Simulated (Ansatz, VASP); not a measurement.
**Two plane-wave programs on Al**

```xyz
2
Lattice="2.8694 0.0000 0.0000 -1.4347 2.4850 0.0000 0.0000 0.0000 4.6675" Properties=species:S:1:pos:R:3 pbc="T T T"
Al    0.0000    0.0000    0.0000
Al    0.0000    1.6567    2.3337
```

Alike in both runs: functional PBE; k mesh 18 × 18 × 10; occupations gaussian, width 0.1 eV; no spin polarisation.

Ansatz relaxed the structure, and its values are those at the end. VASP's run is a single point on that final structure, the one shown.

|  | VASP | Ansatz |
| --- | --- | --- |
| version | VASP 6.6.1 | Ansatz 0.2.0 |
| potentials or method | VASP PAW PBE potentials, release 64 (Al), cutoff 520 eV | scalar-relativistic, plane waves, PAW |
| valence electrons in the cell | 6 | 6 |

```tsv
	VASP	Ansatz	Ansatz less VASP
gap on the k mesh at the Fermi level (eV)	none	none	-
pressure (GPa)	0.0	0.0	+0.03
```

A gap of «none» marks a metal or a gap that the smearing closes.
